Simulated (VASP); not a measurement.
# PbSe (Cmc2_1) in VASP: further runs

PbSe is run at these levels: PBE+D3(BJ); tasks: single point.

Everything below comes from runs of VASP 6.6.1. Logs are shortened: lines on timing, memory, paths and dates and some standing lists are left out, and cuts for length are marked.

**1. The cell of the first run**

Symmetry: Cmc2_1, No. 36, orthorhombic system. Conventional cell: a = 4.310 Å, b = 12.268 Å, c = 4.450 Å, α = 90.00°, β = 90.00°, γ = 90.00°. Within 3.7 Å of Pb (site symmetry m) lie 5 Se at 2.82 to 3.26 Å. Se (site symmetry m) has 5 Pb at 2.82 to 3.26 Å within 3.7 Å.

**2. Single point, PBE+D3(BJ) (all Pb atoms moved +0.225 Å, as atom 1 along Cartesian [0 0 1])**

The input, INCAR:

```
SYSTEM = PbSe
  ALGO = Normal
  EDIFF = 1E-6
  ENCUT = 520
  GGA = PE
  ISIF = 2
  ISMEAR = 0
  IVDW = 12
  LASPH = .True.
  LCHARG = .False.
  LREAL = .False.
  LWAVE = .False.
  NBANDS = 28
  NELM = 80
  PREC = Accurate
  SIGMA = 0.05
```

The input, KPOINTS:

```
k-points
0
Gamma
  8 8 6
  0 0 0
```

The input, POSCAR:

```
PbSe
1.0
    2.1548765900     -6.1339473500      0.0000000000
    2.1548765900      6.1339473500      0.0000000000
    0.0000000000      0.0000000000      4.4504935700
Pb Se
2 2
Direct
    0.6317607300      0.3682392700      0.8005561903
    0.3682392700      0.6317607300      0.3005561903
    0.8612899600      0.1387100400      0.7500000000
    0.1387100400      0.8612899600      0.2500000000
```

Potentials or basis: VASP PAW PBE potentials, release 64 (Pb_d, Se).

The run is started by

```console
$ cat potpaw_PBE.64/Pb_d/POTCAR potpaw_PBE.64/Se/POTCAR > POTCAR
$ mpirun -np 1 vasp_std > vasp.out
```

OUTCAR:

```text
SYSTEM = PbSe
   EDIFF = 1E-6
   ENCUT = 520
   GGA = PE
   ISIF = 2
   ISMEAR = 0
   IVDW = 12
   LASPH = .True.
   LREAL = .False.
   NELM = 80
   PREC = Accurate
 IVDW          = 12

 ion  position               nearest neighbor table
   1  0.632  0.368  0.801-   3 2.82   4 2.94   4 2.94   4 3.26   4 3.26   2 3.92   2 3.92
   2  0.368  0.632  0.301-   4 2.82   3 2.94   3 2.94   3 3.26   3 3.26   1 3.92   1 3.92
   3  0.861  0.139  0.750-   1 2.82   2 2.94   2 2.94   2 3.26   2 3.26
   4  0.139  0.861  0.250-   2 2.82   1 2.94   1 2.94   1 3.26   1 3.26

  LATTYP: Found a base centered orthorhombic cell.
 ALAT       =     4.3097531800
 B/A-ratio  =     2.8465422932
 C/A-ratio  =     1.0326562530

  Lattice vectors:

 A1 = (   2.1548765900,  -6.1339473500,   0.0000000000)
 A2 = (   2.1548765900,   6.1339473500,   0.0000000000)
 A3 = (   0.0000000000,   0.0000000000,   4.4504935700)

Analysis of symmetry for initial positions (statically):
=====================================================================
 Subroutine PRICEL returns:
 Original cell was already a primitive cell.

 Routine SETGRP: Setting up the symmetry group for a
 base centered orthorhombic supercell.

 Subroutine GETGRP returns: Found  4 space group operations
 (whereof  2 operations were pure point group operations)
 out of a pool of  8 trial point group operations.

The static configuration has the point symmetry C_1h.
 The point group associated with its full space group is C_2v.

Analysis of symmetry for dynamics (positions and initial velocities):
=====================================================================
 Subroutine PRICEL returns:
 Original cell was already a primitive cell.

 Routine SETGRP: Setting up the symmetry group for a
 base centered orthorhombic supercell.

 Subroutine GETGRP returns: Found  4 space group operations
 (whereof  2 operations were pure point group operations)
 out of a pool of  8 trial point group operations.

The dynamic configuration has the point symmetry C_1h.
 The point group associated with its full space group is C_2v.

 Subroutine INISYM returns: Found  4 space group operations
 (whereof  2 operations are pure point group operations),
 and found     1 'primitive' translations

----------------------------------------------------------------------------------------

                                     Primitive cell

  volume of cell :     117.6524

  direct lattice vectors                    reciprocal lattice vectors
     2.154876590 -6.133947350  0.000000000     0.232031849 -0.081513579  0.000000000
     2.154876590  6.133947350  0.000000000     0.232031849  0.081513579  0.000000000
     0.000000000  0.000000000  4.450493570     0.000000000  0.000000000  0.224694179

  length of vectors
     6.501446240  6.501446240  4.450493570     0.245933411  0.245933411  0.224694179

  position of ions in fractional coordinates (direct lattice)
     0.631760730  0.368239270  0.800556190
     0.368239270  0.631760730  0.300556190
     0.861289960  0.138710040  0.750000000
     0.138710040  0.861289960  0.250000000

  ion indices of the primitive-cell ions
   primitive index   ion index
                 1           1
                 2           2
                 3           3
                 4           4

----------------------------------------------------------------------------------------

 KPOINTS: k-points

Automatic generation of k-mesh.
 Grid dimensions read from file:
 generate k-points for:    8    8    6

 Generating k-lattice:

  Cartesian coordinates                     Fractional coordinates (reciprocal lattice)
     0.029003981 -0.010189197  0.000000000     0.125000000  0.000000000  0.000000000
     0.029003981  0.010189197  0.000000000     0.000000000  0.125000000  0.000000000
     0.000000000  0.000000000  0.037449030     0.000000000  0.000000000  0.166666667

  Length of vectors
     0.030741676  0.030741676  0.037449030

  Shift w.r.t. Gamma in fractional coordinates (k-lattice)
     0.000000000  0.000000000  0.000000000

 Subroutine IBZKPT returns following result:
 ===========================================

 Found     84 irreducible k-points:

 Following reciprocal coordinates:
            Coordinates               Weight
  0.000000  0.000000  0.000000      1.000000
  0.125000  0.000000  0.000000      4.000000
  0.250000  0.000000  0.000000      4.000000
  0.375000  0.000000  0.000000      4.000000
  0.500000  0.000000  0.000000      2.000000
  0.125000  0.125000  0.000000      2.000000
[... 16 lines left out ...]
  0.125000  0.000000  0.166667      8.000000
  0.250000  0.000000  0.166667      8.000000
 [... further k-points ...]
   k-points           NKPTS =     84   k-points in BZ     NKDIM =     84   number of bands    NBANDS=     28
   number of dos      NEDOS =    301   number of ions     NIONS =      4
   total plane-waves  NPLWV =  82944
   dimension x,y,z NGX =    48 NGY =   48 NGZ =   36
   dimension x,y,z NGXF=    96 NGYF=   96 NGZF=   72
   ions per type =               2   2
   NGX,Y,Z   is equivalent  to a cutoff of  12.27, 12.27, 13.45 a.u.
   NGXF,Y,Z  is equivalent  to a cutoff of  24.55, 24.55, 26.90 a.u.
 SYSTEM =  PbSe
   PREC   = accura    normal or accurate (medium, high low for compatibility)
   ISTART =      0    job   : 0-new  1-cont  2-samecut
   ICHARG =      2    charge: 1-file 2-atom 10-const
   ISPIN  =      1    spin polarized calculation?
   LNONCOLLINEAR =      F non collinear calculations
   LSORBIT =      F    spin-orbit coupling
   LASPH  =      T    aspherical Exc in radial PAW
   ENCUT  =  520.0 eV  38.22 Ry    6.18 a.u.  12.09 12.09  8.27*2*pi/ulx,y,z
   NELM   =     80;   NELMIN=  2; NELMDL= -5     # of ELM steps
   EDIFF  = 0.1E-05   stopping-criterion for ELM
   LREAL  =      F    real-space projection
   EDIFFG = 0.1E-04   stopping-criterion for IOM
   NSW    =      0    number of steps for IOM
   IBRION =     -1    ionic relax: 0-MD 1-quasi-New 2-CG
   NFREE  =      0    steps in history (QN), initial steepest desc. (CG)
   ISIF   =      2    stress and relaxation
   ISYM   =      2    0-nonsym 1-usesym 2-fastsym
   POTIM  = 0.5000    time-step for ionic-motion
   TEBEG  =    0.0;   TEEND  =   0.0 temperature during run
   PSTRESS=    0.0 pullay stress
   NELECT =      40.0000    total number of electrons
   NUPDOWN=      -1.0000    fix difference up-down
   EMIN   =  10.00;   EMAX   =-10.00  energy-range for DOS
   EFERMI =   0.00;   METHOD = LEGACY
   ISMEAR =     0;   SIGMA  =   0.05  broadening in eV -4-tet -1-fermi 0-gaus
   EFERMI_NEDOS =   21; number of points for ismear=-14 and -15
   IALGO  =     38    algorithm
   IMIX   =      4    mixing-type and parameters
     AMIX     =   0.40;   BMIX     =  1.00
     AMIX_MAG =   1.60;   BMIX_MAG =  1.00
  volume/ion in A,a.u.               =      29.41       198.49
  Fermi-wavevector in a.u.,A,eV,Ry     =   1.142601  2.159203 17.762912  1.305537
  Thomas-Fermi vector in A             =   2.279299
   LORBIT       =      0    0 simple, 1 ext, 2 COOP (PROOUT), +10 PAW based schemes
   GGA     = PE    functional components
   LHFCALC =     F    Hartree Fock is set to
   AEXX    =    0.0000 exact exchange contribution
   IVDW    =    12    specifies the selected vdW correction
   LEPSILON=     F    determine dielectric tensor
   LRPA    =     F    only Hartree local field effects (RPA)
 non-spin polarized calculation
 Gauss-broadening in eV      SIGMA  =   0.05
  energy-cutoff  :      520.00
  volume of cell :      117.65
 maximum number of plane-waves:      3192
   NGX = 25   NGY = 25   NGZ = 17

 number of electron      40.0000001 magnetization

 Free energy of the ion-electron system (eV)
  ---------------------------------------------------
  ext. energy  EPLUGINS =         0.00000000
  ---------------------------------------------------
  free energy    TOTEN  =       -16.16704547 eV

  energy without entropy =      -16.16704547  energy(sigma->0) =      -16.16704547

 E-fermi :   4.4543     XC(G=0):  -9.4130

 val. band max:        4.2170709709   @ k =   0.0000   0.0000   0.5000
 cond. band min:       5.3685953331   @ k =   0.3750   0.3750   0.0000
 fundamental gap:      1.1515243622
 Fermi energy:         4.4542643469

 k-point     1 :       0.0000    0.0000    0.0000
  band No.  band energies     occupation
      1     -12.1880      2.00000
      2     -12.0962      2.00000
      3     -12.0956      2.00000
      4     -12.0836      2.00000
      5     -12.0711      2.00000
      6     -12.0641      2.00000
[... 20 lines left out ...]
     27      10.2510      0.00000
     28      11.5089      0.00000

 k-point     2 :       0.1250    0.0000    0.0000
  band No.  band energies     occupation
      1     -12.1808      2.00000
      2     -12.0950      2.00000
      3     -12.0923      2.00000
      4     -12.0789      2.00000
      5     -12.0759      2.00000
      6     -12.0650      2.00000
[... 20 lines left out ...]
     27      10.1733      0.00000
     28      11.4002      0.00000

 k-point     3 :       0.2500    0.0000    0.0000
  band No.  band energies     occupation
      1     -12.1627      2.00000
      2     -12.0939      2.00000
      3     -12.0908      2.00000
      4     -12.0856      2.00000
      5     -12.0691      2.00000
      6     -12.0670      2.00000
[... 20 lines left out ...]
     27      10.8390      0.00000
     28      11.8378      0.00000

 k-point     4 :       0.3750    0.0000    0.0000
  band No.  band energies     occupation
      1     -12.1411      2.00000
      2     -12.1057      2.00000
      3     -12.0953      2.00000
      4     -12.0874      2.00000
      5     -12.0691      2.00000
      6     -12.0639      2.00000
[... 578 lines left out ...]
     27      10.2097      0.00000
     28      11.8691      0.00000

 k-point    23 :       0.1250    0.0000    0.1667
  band No.  band energies     occupation
      1     -12.1710      2.00000
      2     -12.0972      2.00000
      3     -12.0922      2.00000
      4     -12.0824      2.00000
      5     -12.0768      2.00000
      6     -12.0694      2.00000
[... 20 lines left out ...]
     27      10.8635      0.00000
     28      11.8955      0.00000

 k-point    24 :       0.2500    0.0000    0.1667
  band No.  band energies     occupation
      1     -12.1607      2.00000
      2     -12.1066      2.00000
      3     -12.0933      2.00000
      4     -12.0819      2.00000
      5     -12.0769      2.00000
      6     -12.0588      2.00000
[... 20 lines left out ...]
     27      11.3679      0.00000
     28      11.8332      0.00000

 [... further k-points ...]

------------------------ aborting loop because EDIFF is reached ----------------------------------------

 Edisp (eV)   -1.44108

 E8    (eV) :    -0.6738

  FORCE on cell =-STRESS in cart. coord.  units (eV):
  Direction    XX          YY          ZZ          XY          YZ          ZX
  --------------------------------------------------------------------------------------
  -------------------------------------------------------------------------------------
  Total      -0.24953    -0.49652     0.10951     0.00000     0.00000     0.00000
  in kB      -3.39812    -6.76156     1.49134     0.00000     0.00000     0.00000
  external pressure =       -2.89 kB  Pullay stress =        0.00 kB

 VOLUME and BASIS-vectors are now :
 -----------------------------------------------------------------------------
  energy-cutoff  :      520.00
  volume of cell :      117.65
      direct lattice vectors                 reciprocal lattice vectors
     2.154876590 -6.133947350  0.000000000     0.232031849 -0.081513579  0.000000000
     2.154876590  6.133947350  0.000000000     0.232031849  0.081513579  0.000000000
     0.000000000  0.000000000  4.450493570     0.000000000  0.000000000  0.224694179

 POSITION                                       TOTAL-FORCE (eV/Angst)
 -----------------------------------------------------------------------------------
      2.15488     -1.61643      3.56287         0.000000      0.131750     -0.148423
      2.15488      1.61643      1.33762         0.000000     -0.131750     -0.148423
      2.15488     -4.43227      3.33787         0.000000     -0.107604      0.148423
      2.15488      4.43227      1.11262         0.000000      0.107604      0.148423
 -----------------------------------------------------------------------------------
    total drift:                                0.000000     -0.000000     -0.000902

  FREE ENERGIE OF THE ION-ELECTRON SYSTEM (eV)
  ---------------------------------------------------
  free  energy   TOTEN  =       -17.6081266132 eV

  energy  without entropy=      -17.6081266132  energy(sigma->0) =      -17.60812661
```

Run time: 7.8 min. Hardware: 1 thread of Intel Xeon 8259CL, shared host; peak memory 0.45 GiB.

What came out:

```
Free energy                : -17.6081 eV
Pressure                   : -0.3 GPa
Largest force              : 0.198 eV/Å
Band gap on the k mesh     : 1.15 eV (least direct gap 1.37 eV)
Dispersion energy per atom : -0.360 eV
```

Forces on the atoms (eV/Å):
```
Pb   0.000  0.132 -0.148
Pb   0.000 -0.132 -0.148
Se   0.000 -0.108  0.148
Se   0.000  0.108  0.148
```

Caveat: the cell differs from its parent crystal (all Pb atoms moved +0.225 Å, as atom 1 along Cartesian [0 0 1]); spin-orbit coupling is left out, which moves the levels of the heavy elements. A k mesh can miss the band edges.

**3. Single point, PBE+D3(BJ) (all Pb atoms moved -0.150 Å, as atom 1 along Cartesian [0 0 1])**

The input, INCAR:

```
SYSTEM = PbSe
ALGO = Normal ; EDIFF = 1E-6
ENCUT = 520 ; GGA = PE
ISIF = 2 ; ISMEAR = 0
IVDW = 12 ; LASPH = .True.
LCHARG = .False. ; LREAL = .False.
LWAVE = .False. ; NBANDS = 28
NELM = 60 ; PREC = Accurate
SIGMA = 0.05
```

KPOINTS is that of step 2.

Changes to POSCAR since step 2:

```diff
@@ -8,4 +8,4 @@
 Direct
-    0.6317607300      0.3682392700      0.8005561903
-    0.3682392700      0.6317607300      0.3005561903
+    0.6317607300      0.3682392700      0.7162958731
+    0.3682392700      0.6317607300      0.2162958731
     0.8612899600      0.1387100400      0.7500000000
```

Potentials or basis: VASP PAW PBE potentials, release 64 (Pb_d, Se).

The run is started by

```console
$ cat potpaw_PBE.64/Pb_d/POTCAR potpaw_PBE.64/Se/POTCAR > POTCAR
$ mpirun -np 1 vasp_std > vasp.out
```

OUTCAR:

```text
SYSTEM = PbSe
   EDIFF = 1E-6
   ENCUT = 520
   GGA = PE
   ISIF = 2
   ISMEAR = 0
   IVDW = 12
   LASPH = .True.
   LREAL = .False.
   NELM = 60
   PREC = Accurate
 IVDW          = 12

 ion  position               nearest neighbor table
   1  0.632  0.368  0.716-   3 2.82   4 2.99   4 2.99   4 3.21   4 3.21   2 3.92   2 3.92
   2  0.368  0.632  0.216-   4 2.82   3 2.99   3 2.99   3 3.21   3 3.21   1 3.92   1 3.92
   3  0.861  0.139  0.750-   1 2.82   2 2.99   2 2.99   2 3.21   2 3.21
   4  0.139  0.861  0.250-   2 2.82   1 2.99   1 2.99   1 3.21   1 3.21
[... 952 lines left out ...]
  Direction    XX          YY          ZZ          XY          YZ          ZX
  --------------------------------------------------------------------------------------
  -------------------------------------------------------------------------------------
  Total      -0.55076    -0.52576    -0.36581     0.00000     0.00000     0.00000
  in kB      -7.50020    -7.15979    -4.98156     0.00000     0.00000     0.00000
  external pressure =       -6.55 kB  Pullay stress =        0.00 kB

 VOLUME and BASIS-vectors are now :
 -----------------------------------------------------------------------------
  energy-cutoff  :      520.00
  volume of cell :      117.65
      direct lattice vectors                 reciprocal lattice vectors
     2.154876590 -6.133947350  0.000000000     0.232031849 -0.081513579  0.000000000
     2.154876590  6.133947350  0.000000000     0.232031849  0.081513579  0.000000000
     0.000000000  0.000000000  4.450493570     0.000000000  0.000000000  0.224694179

 POSITION                                       TOTAL-FORCE (eV/Angst)
 -----------------------------------------------------------------------------------
      2.15488     -1.61643      3.18787         0.000000      0.113644      0.062507
      2.15488      1.61643      0.96262         0.000000     -0.113644      0.062507
      2.15488     -4.43227      3.33787         0.000000     -0.122969     -0.062507
      2.15488      4.43227      1.11262         0.000000      0.122969     -0.062507
 -----------------------------------------------------------------------------------
    total drift:                               -0.000001     -0.000000      0.000325

  FREE ENERGIE OF THE ION-ELECTRON SYSTEM (eV)
  ---------------------------------------------------
  free  energy   TOTEN  =       -17.6232922753 eV

  energy  without entropy=      -17.6232922753  energy(sigma->0) =      -17.62329228
```

OSZICAR:

```text
N       E                     dE             d eps       ncg     rms          rms(c)
DAV:   1     0.410582553371E+03    0.41058E+03   -0.18677E+04  4704   0.149E+03
DAV:   2     0.277680309095E+02   -0.38281E+03   -0.37160E+03  4748   0.394E+02
DAV:   3    -0.149230295145E+02   -0.42691E+02   -0.41757E+02  6088   0.149E+02
DAV:   4    -0.167497288670E+02   -0.18267E+01   -0.18207E+01  5524   0.329E+01
DAV:   5    -0.168126788916E+02   -0.62950E-01   -0.62945E-01  6068   0.655E+00    0.401E+00
DAV:   6    -0.161837154807E+02    0.62896E+00   -0.14178E+00  6536   0.752E+00    0.220E+00
DAV:   7    -0.161791583172E+02    0.45572E-02   -0.33335E-01  5532   0.238E+00    0.129E+00
DAV:   8    -0.161853097981E+02   -0.61515E-02   -0.47518E-02  6032   0.185E+00    0.320E-01
DAV:   9    -0.161822493409E+02    0.30605E-02   -0.11364E-02  6584   0.895E-01    0.780E-02
DAV:  10    -0.161824438154E+02   -0.19447E-03   -0.10706E-03  5412   0.150E-01    0.329E-02
DAV:  11    -0.161824699182E+02   -0.26103E-04   -0.93792E-05  6392   0.695E-02    0.961E-03
DAV:  12    -0.161824699758E+02   -0.57552E-07   -0.10664E-05  5304   0.185E-02    0.321E-03
DAV:  13    -0.161824696645E+02    0.31122E-06   -0.17967E-06  3328   0.117E-02
   1 F= -.17623292E+02 E0= -.17623292E+02  d E =-.234976E-13
```

Wall time 9.8 min (1 thread of Intel Xeon 8259CL, shared host); peak memory 0.45 GiB.

Results:

| Item | Value |
| --- | --- |
| Free energy | -17.6233 eV |
| Pressure | -0.7 GPa |
| Largest force | 0.138 eV/Å |
| Band gap on the k mesh | 1.12 eV (least direct gap 1.28 eV) |
| Dispersion energy per atom | -0.360 eV |

Forces on the atoms (eV/Å):
```
Pb   0.000  0.114  0.063
Pb   0.000 -0.114  0.063
Se   0.000 -0.123 -0.063
Se   0.000  0.123 -0.063
```

Stress tensor (GPa, compression positive):
```
-0.75  0.00  0.00
 0.00 -0.72  0.00
 0.00  0.00 -0.50
```

Levels at points of the mesh, in eV from the valence-band top:
| k point | band 17 | band 18 | band 19 | band 20 | band 21 | band 22 | band 23 | band 24 |
| --- | --- | --- | --- | --- | --- | --- | --- | --- |
| (0.00, 0.00, 0.00) | -2.15 | -1.55 | -1.24 | -0.35 | 4.27 | 4.47 | 4.76 | 5.15 |
| (0.50, 0.00, 0.00) | -1.21 | -0.93 | -0.45 | -0.21 | 1.63 | 1.76 | 2.00 | 2.63 |
| (0.50, 0.50, 0.00) | -1.95 | -1.49 | -1.10 | -0.54 | 1.21 | 4.10 | 4.48 | 4.71 |
| (0.00, 0.00, 0.50) | -0.92 | -0.92 | -0.01 | -0.01 | 1.57 | 1.57 | 2.48 | 2.48 |
| (0.50, 0.00, 0.50) | -3.01 | -3.01 | -1.23 | -1.23 | 3.19 | 3.19 | 5.52 | 5.52 |
| (0.50, 0.50, 0.50) | -0.97 | -0.97 | -0.37 | -0.37 | 1.40 | 1.40 | 2.93 | 2.93 |

Caveat: the cell differs from its parent crystal (all Pb atoms moved -0.150 Å, as atom 1 along Cartesian [0 0 1]); spin-orbit coupling is left out, which moves the levels of the heavy elements. A k mesh can miss the band edges.
